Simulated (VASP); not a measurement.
# TeOs (Pm-3m) in VASP: further runs

Runs on TeOs. Level: PBE. Tasks: single point.

Program: VASP 6.6.1. These are calculated values, not measurements. Logs are shortened: lines on timing, memory, paths and dates and some standing lists are left out, and cuts for length are marked.

### Step 1. The cell of the first run

It takes space group Pm-3m (No. 221, cubic). The conventional cell has a = 3.330 Å, b = 3.330 Å, c = 3.330 Å, α = 90.00°, β = 90.00°, γ = 90.00°. Within 3.8 Å of Te (site symmetry m-3m) lie 8 Os at 2.88 Å and 6 Te at 3.33 Å. Os (site symmetry m-3m) has 8 Te at 2.88 Å and 6 Os at 3.33 Å within 3.8 Å.

### Step 2. Single point, PBE

INCAR reads:

```
SYSTEM = TeOs
  PREC = Accurate
  ENCUT = 520
  EDIFF = 1E-6
  ISMEAR = 0
  SIGMA = 0.1
  LREAL = .False.
  LASPH = .True.
  NELM = 80
  ALGO = Normal
  ISIF = 2
  LWAVE = .False.
  LCHARG = .False.
  GGA = PE
  NBANDS = 14
```

KPOINTS reads:

```
regular mesh
0
Gamma
  6 6 6
  0 0 0
```

POSCAR reads:

```
TeOs
1.0
    3.3299713881      0.0000000000      0.0000000000
    0.0000000000      3.3299713881      0.0000000000
    0.0000000000      0.0000000000      3.3299713881
Te Os
1 1
Direct
    0.0000000000      0.0000000000      0.0000000000
    0.5000000000      0.5000000000      0.5000000000
```

Potentials or basis: VASP PAW PBE potentials, release 64 (Te, Os).

Command:

```console
$ cat potpaw_PBE.64/Te/POTCAR potpaw_PBE.64/Os/POTCAR > POTCAR
$ mpirun -np 1 vasp_std > vasp.out
```

OUTCAR:

```text
SYSTEM = TeOs
   PREC = Accurate
   ENCUT = 520
   EDIFF = 1E-6
   ISMEAR = 0
   LREAL = .False.
   LASPH = .True.
   NELM = 80
   ISIF = 2
   GGA = PE

 ion  position               nearest neighbor table
   1  0.000  0.000  0.000-   2 2.88   2 2.88   2 2.88   2 2.88   2 2.88   2 2.88   2 2.88   2 2.88

   2  0.500  0.500  0.500-   1 2.88   1 2.88   1 2.88   1 2.88   1 2.88   1 2.88   1 2.88   1 2.88

  LATTYP: Found a simple cubic cell.
 ALAT       =     3.3299713881

  Lattice vectors:

 A1 = (   3.3299713881,   0.0000000000,   0.0000000000)
 A2 = (   0.0000000000,   3.3299713881,   0.0000000000)
 A3 = (   0.0000000000,   0.0000000000,   3.3299713881)

Analysis of symmetry for initial positions (statically):
=====================================================================
 Subroutine PRICEL returns:
 Original cell was already a primitive cell.

 Routine SETGRP: Setting up the symmetry group for a
 simple cubic supercell.

 Subroutine GETGRP returns: Found 48 space group operations
 (whereof 48 operations were pure point group operations)
 out of a pool of 48 trial point group operations.

The static configuration has the point symmetry O_h .

Analysis of symmetry for dynamics (positions and initial velocities):
=====================================================================
 Subroutine PRICEL returns:
 Original cell was already a primitive cell.

 Routine SETGRP: Setting up the symmetry group for a
 simple cubic supercell.

 Subroutine GETGRP returns: Found 48 space group operations
 (whereof 48 operations were pure point group operations)
 out of a pool of 48 trial point group operations.

The dynamic configuration has the point symmetry O_h .

 Subroutine INISYM returns: Found 48 space group operations
 (whereof 48 operations are pure point group operations),
 and found     1 'primitive' translations

----------------------------------------------------------------------------------------

                                     Primitive cell

  volume of cell :      36.9251

  direct lattice vectors                    reciprocal lattice vectors
     3.329971388  0.000000000  0.000000000     0.300302881  0.000000000  0.000000000
     0.000000000  3.329971388  0.000000000     0.000000000  0.300302881  0.000000000
     0.000000000  0.000000000  3.329971388     0.000000000  0.000000000  0.300302881

  length of vectors
     3.329971388  3.329971388  3.329971388     0.300302881  0.300302881  0.300302881

  position of ions in fractional coordinates (direct lattice)
     0.000000000  0.000000000  0.000000000
     0.500000000  0.500000000  0.500000000

  ion indices of the primitive-cell ions
   primitive index   ion index
                 1           1
                 2           2

----------------------------------------------------------------------------------------

 KPOINTS: regular mesh

Automatic generation of k-mesh.
 Grid dimensions read from file:
 generate k-points for:    6    6    6

 Generating k-lattice:

  Cartesian coordinates                     Fractional coordinates (reciprocal lattice)
     0.050050480  0.000000000  0.000000000     0.166666667  0.000000000  0.000000000
     0.000000000  0.050050480  0.000000000     0.000000000  0.166666667  0.000000000
     0.000000000  0.000000000  0.050050480     0.000000000  0.000000000  0.166666667

  Length of vectors
     0.050050480  0.050050480  0.050050480

  Shift w.r.t. Gamma in fractional coordinates (k-lattice)
     0.000000000  0.000000000  0.000000000

 Subroutine IBZKPT returns following result:
 ===========================================

 Found     20 irreducible k-points:

 Following reciprocal coordinates:
            Coordinates               Weight
  0.000000  0.000000  0.000000      1.000000
  0.166667  0.000000  0.000000      6.000000
  0.333333  0.000000  0.000000      6.000000
  0.500000  0.000000  0.000000      3.000000
  0.166667  0.166667  0.000000     12.000000
  0.333333  0.166667  0.000000     24.000000
[... 12 lines left out ...]
  0.500000  0.500000  0.333333      6.000000
  0.500000  0.500000  0.500000      1.000000
   k-points           NKPTS =     20   k-points in BZ     NKDIM =     20   number of bands    NBANDS=     14
   number of dos      NEDOS =    301   number of ions     NIONS =      2
   total plane-waves  NPLWV =  21952
   dimension x,y,z NGX =    28 NGY =   28 NGZ =   28
   dimension x,y,z NGXF=    56 NGYF=   56 NGZF=   56
   ions per type =               1   1
   NGX,Y,Z   is equivalent  to a cutoff of  13.98, 13.98, 13.98 a.u.
   NGXF,Y,Z  is equivalent  to a cutoff of  27.96, 27.96, 27.96 a.u.
 SYSTEM =  TeOs
   PREC   = accura    normal or accurate (medium, high low for compatibility)
   ISTART =      0    job   : 0-new  1-cont  2-samecut
   ICHARG =      2    charge: 1-file 2-atom 10-const
   ISPIN  =      1    spin polarized calculation?
   LNONCOLLINEAR =      F non collinear calculations
   LSORBIT =      F    spin-orbit coupling
   LASPH  =      T    aspherical Exc in radial PAW
   ENCUT  =  520.0 eV  38.22 Ry    6.18 a.u.   6.19  6.19  6.19*2*pi/ulx,y,z
   NELM   =     80;   NELMIN=  2; NELMDL= -5     # of ELM steps
   EDIFF  = 0.1E-05   stopping-criterion for ELM
   LREAL  =      F    real-space projection
   EDIFFG = 0.1E-04   stopping-criterion for IOM
   NSW    =      0    number of steps for IOM
   IBRION =     -1    ionic relax: 0-MD 1-quasi-New 2-CG
   NFREE  =      0    steps in history (QN), initial steepest desc. (CG)
   ISIF   =      2    stress and relaxation
   ISYM   =      2    0-nonsym 1-usesym 2-fastsym
   POTIM  = 0.5000    time-step for ionic-motion
   TEBEG  =    0.0;   TEEND  =   0.0 temperature during run
   PSTRESS=    0.0 pullay stress
   NELECT =      14.0000    total number of electrons
   NUPDOWN=      -1.0000    fix difference up-down
   EMIN   =  10.00;   EMAX   =-10.00  energy-range for DOS
   EFERMI =   0.00;   METHOD = LEGACY
   ISMEAR =     0;   SIGMA  =   0.10  broadening in eV -4-tet -1-fermi 0-gaus
   EFERMI_NEDOS =   21; number of points for ismear=-14 and -15
   IALGO  =     38    algorithm
   IMIX   =      4    mixing-type and parameters
     AMIX     =   0.40;   BMIX     =  1.00
     AMIX_MAG =   1.60;   BMIX_MAG =  1.00
  volume/ion in A,a.u.               =      18.46       124.59
  Fermi-wavevector in a.u.,A,eV,Ry     =   1.184887  2.239112 19.102004  1.403958
  Thomas-Fermi vector in A             =   2.321092
   LORBIT       =      0    0 simple, 1 ext, 2 COOP (PROOUT), +10 PAW based schemes
   GGA     = PE    functional components
   LHFCALC =     F    Hartree Fock is set to
   AEXX    =    0.0000 exact exchange contribution
   IVDW    =     0    specifies the selected vdW correction
   LEPSILON=     F    determine dielectric tensor
   LRPA    =     F    only Hartree local field effects (RPA)
 non-spin polarized calculation
 Gauss-broadening in eV      SIGMA  =   0.10
  energy-cutoff  :      520.00
  volume of cell :       36.93
 maximum number of plane-waves:      1021
 NGX is ok and might be reduce to    28
   NGX = 13   NGY = 13   NGZ = 13

 number of electron      14.0000001 magnetization

 Free energy of the ion-electron system (eV)
  ---------------------------------------------------
  ext. energy  EPLUGINS =         0.00000000
  ---------------------------------------------------
  free energy    TOTEN  =       -12.46287130 eV

  energy without entropy =      -12.45144730  energy(sigma->0) =      -12.45715930

 E-fermi :  10.8177     XC(G=0): -12.2761

 val. band max:       10.8170909761   @ k =   0.5000   0.3333   0.0000
 cond. band min:      10.8280321605   @ k =   0.5000   0.0000   0.0000
 fundamental gap:      0.0109411845
 Fermi energy:        10.8176716351

 k-point     1 :       0.0000    0.0000    0.0000
  band No.  band energies     occupation
      1      -4.6412      2.00000
      2       6.6794      2.00000
      3       6.6794      2.00000
      4       9.3840      2.00000
      5       9.3840      2.00000
      6       9.3840      2.00000
      7       9.6891      2.00000
      8       9.6891      2.00000
      9       9.6891      2.00000
     10      12.5878      0.00000
     11      18.5143      0.00000
     12      18.5143      0.00000
     13      23.9650      0.00000
     14      23.9650      0.00000

 k-point     2 :       0.1667    0.0000    0.0000
  band No.  band energies     occupation
      1      -4.2757      2.00000
      2       5.5684      2.00000
      3       6.8055      2.00000
      4       8.1218      2.00000
      5       8.1218      2.00000
      6       8.8017      2.00000
      7       9.7117      2.00000
      8      11.3111      0.00000
      9      11.3111      0.00000
     10      14.2580      0.00000
     11      17.6052      0.00000
     12      19.7309      0.00000
     13      22.6918      0.00000
     14      22.6918      0.00000

 k-point     3 :       0.3333    0.0000    0.0000
  band No.  band energies     occupation
      1      -3.3016      2.00000
      2       2.9562      2.00000
      3       7.0831      2.00000
      4       7.2025      2.00000
      5       7.2025      2.00000
      6       9.7573      2.00000
      7       9.8714      2.00000
      8      13.3252      0.00000
      9      13.3252      0.00000
     10      15.4737      0.00000
     11      16.2060      0.00000
     12      19.6526      0.00000
     13      19.6526      0.00000
     14      19.6792      0.00000

 k-point     4 :       0.5000    0.0000    0.0000
  band No.  band energies     occupation
      1      -2.5259      2.00000
      2       1.5269      2.00000
      3       6.8806      2.00000
      4       6.8806      2.00000
      5       7.2376      2.00000
      6       9.7804      2.00000
      7      10.8280      0.88351
      8      14.7956      0.00000
      9      14.7956      0.00000
     10      15.6062      0.00000
     11      16.0585      0.00000
     12      17.5186      0.00000
     13      17.7902      0.00000
     14      17.7902      0.00000

 k-point     5 :       0.1667    0.1667    0.0000
  band No.  band energies     occupation
      1      -3.9312      2.00000
      2       5.5566      2.00000
      3       5.9031      2.00000
      4       7.5560      2.00000
      5       7.9254      2.00000
      6       9.3761      2.00000
      7       9.9047      2.00000
      8      10.3086      2.00000
      9      12.1365      0.00000
     10      15.7682      0.00000
     11      18.4116      0.00000
[... 208 lines left out ...]
 k-point    18 :       0.5000    0.3333    0.3333
  band No.  band energies     occupation
      1      -0.8979      2.00000
      2       3.6528      2.00000
      3       4.1626      2.00000
      4       6.0107      2.00000
      5       8.5259      2.00000
      6       9.0820      2.00000
      7       9.9101      2.00000
      8      11.1749      0.00000
      9      13.7962      0.00000
     10      13.9160      0.00000
     11      14.3856      0.00000
     12      16.4753      0.00000
     13      19.0295      0.00000
     14      24.4330      0.00000

 k-point    19 :       0.5000    0.5000    0.3333
  band No.  band energies     occupation
      1      -0.3609      2.00000
      2       3.7131      2.00000
      3       3.7131      2.00000
      4       5.0805      2.00000
      5       8.8763      2.00000
      6      10.5807      1.99920
      7      10.5807      1.99920
      8      10.9932      0.01307
      9      12.0438      0.00000
     10      13.8563      0.00000
     11      15.5946      0.00000
     12      15.5946      0.00000
     13      16.5236      0.00000
     14      25.8984      0.00000

 k-point    20 :       0.5000    0.5000    0.5000
  band No.  band energies     occupation
      1       0.5043      2.00000
      2       3.5181      2.00000
      3       3.5181      2.00000
      4       3.5181      2.00000
      5      11.0152      0.00521
      6      11.0152      0.00521
      7      11.8283      0.00000
      8      11.8283      0.00000
      9      11.8283      0.00000
     10      13.8165      0.00000
     11      13.9986      0.00000
     12      13.9986      0.00000
     13      13.9986      0.00000
     14      29.9499      0.00000

------------------------ aborting loop because EDIFF is reached ----------------------------------------

  FORCE on cell =-STRESS in cart. coord.  units (eV):
  Direction    XX          YY          ZZ          XY          YZ          ZX
  --------------------------------------------------------------------------------------
  -------------------------------------------------------------------------------------
  Total       -0.0135718     -0.0135718     -0.0135718     -0.0000000      0.0000000      0.0000000
  in kB       -0.5888779     -0.5888779     -0.5888779     -0.0000000      0.0000000      0.0000000
  external PRESSURE =      -0.5888779 kB  Pullay stress =       0.0000000 kB

 VOLUME and BASIS-vectors are now :
 -----------------------------------------------------------------------------
  energy-cutoff  :      520.00
  volume of cell :       36.93
      direct lattice vectors                 reciprocal lattice vectors
     3.329971388  0.000000000  0.000000000     0.300302881  0.000000000  0.000000000
     0.000000000  3.329971388  0.000000000     0.000000000  0.300302881  0.000000000
     0.000000000  0.000000000  3.329971388     0.000000000  0.000000000  0.300302881

 POSITION                                       TOTAL-FORCE (eV/Angst)
 -----------------------------------------------------------------------------------
      0.00000      0.00000      0.00000         0.000000      0.000000      0.000000
      1.66499      1.66499      1.66499         0.000000      0.000000      0.000000
 -----------------------------------------------------------------------------------
    total drift:                                0.000000      0.000000      0.000000

  FREE ENERGIE OF THE ION-ELECTRON SYSTEM (eV)
  ---------------------------------------------------
  free  energy   TOTEN  =       -12.4628712974 eV

  energy  without entropy=      -12.4514473030  energy(sigma->0) =      -12.45715930
```

It took 17 s on 1 thread of Intel Xeon Platinum 8488C (Sapphire Rapids), shared host; peak memory 0.15 GiB.

Results:

| Quantity | Value |
| --- | --- |
| Free energy | -12.4629 eV |
| Pressure | -0.1 GPa |
| Band gap on the k mesh | zero (band 7 reaches 11.83 eV, above the bottom of band 8 at 9.69 eV) |

Caveat: spin-orbit coupling is left out, which moves the levels of the heavy elements.

(Continued in part 2 of 2.)
